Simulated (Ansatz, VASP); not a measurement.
# Two plane-wave programs on Sc3Te

Contents of INCAR:

```
SYSTEM = Sc3Te
  PREC = Accurate
  ENCUT = 520
  EDIFF = 1E-7
  ISMEAR = -1
  SIGMA = 0.05
  LREAL = .False.
  LASPH = .True.
  NELM = 80
  ALGO = Fast
  ISIF = 2
  LWAVE = .False.
  LCHARG = .False.
  GGA = PE
  NBANDS = 49
```

Contents of KPOINTS:

```
Automatic mesh
0
Gamma
  5 5 5
  0 0 0
```

POSCAR

```
Sc3Te
1.0
    6.4454162621      0.0000000000      0.0000000000
   -3.2227081311      5.5818942209      0.0000000000
    0.0000000000      0.0000000000      5.1715333740
Te Sc
2 6
Direct
    0.3333333333      0.6666666667      0.7500000000
    0.6666666667      0.3333333333      0.2500000000
    0.1671465050      0.3342930100      0.2500000000
    0.1671465050      0.8328534950      0.2500000000
    0.6657069900      0.8328534950      0.2500000000
    0.8328534950      0.6657069900      0.7500000000
    0.8328534950      0.1671465050      0.7500000000
    0.3342930100      0.1671465050      0.7500000000
```

Contents of input.yaml:

```yaml
crystal:
  lattice:
    - [6.4454162621, 0.0, 0.0]
    - [-3.2227081311, 5.5818942209, 0.0]
    - [0.0, 0.0, 5.171533374]
  atoms:
    - { symbol: Te, position: [0.3333333333, 0.6666666667, 0.75] }
    - { symbol: Te, position: [0.6666666667, 0.3333333333, 0.25] }
    - { symbol: Sc, position: [0.167146505, 0.33429301, 0.25] }
    - { symbol: Sc, position: [0.167146505, 0.832853495, 0.25] }
    - { symbol: Sc, position: [0.66570699, 0.832853495, 0.25] }
    - { symbol: Sc, position: [0.832853495, 0.66570699, 0.75] }
    - { symbol: Sc, position: [0.832853495, 0.167146505, 0.75] }
    - { symbol: Sc, position: [0.33429301, 0.167146505, 0.75] }
hamiltonian:
  xc: pbe
  pseudopotentials: { kind: paw }
kpoints:
  mp_grid: { grid: [5, 5, 5] }
scf:
  occupations: { method: fermi_dirac, width: 0.05 }
output:
  forces: true
  stress: true
  eigenvalues: true
```

Alike in both runs: task single point; functional PBE; k mesh 5 × 5 × 5; occupations fermi-dirac, width 0.05 eV; no spin polarisation.

```csv
,VASP,Ansatz
version,VASP 6.6.1,Ansatz 0.2.0
potentials or method,"VASP PAW PBE potentials, release 64 (Te, Sc_sv)",Ansatz PAW
plane-wave cutoff (eV),520,420
valence electrons in the cell,78,98
```

Ansatz gave:

```
gap on the k mesh at the Fermi level (eV)                     : none
pressure (GPa)                                                : -2.1
traceless stress, the component that is largest in VASP (GPa) : 0.19
rms of the force components (eV/Å)                            : 0.023
```

Question: What did VASP give for the same quantities?

Answer: gap on the k mesh at the Fermi level (eV): none; pressure (GPa): -2.0; traceless stress, the component that is largest in VASP (GPa): 0.19; rms of the force components (eV/Å): 0.024.

Atom by atom the forces differ by 0.002 eV/Å (rms over components). A gap of «none» marks a metal or a gap that the smearing closes. VASP's potentials hold 78 valence electrons a cell and Ansatz's 98, so a difference there can come from the potentials and not from the codes.

Spin-orbit coupling is off throughout.
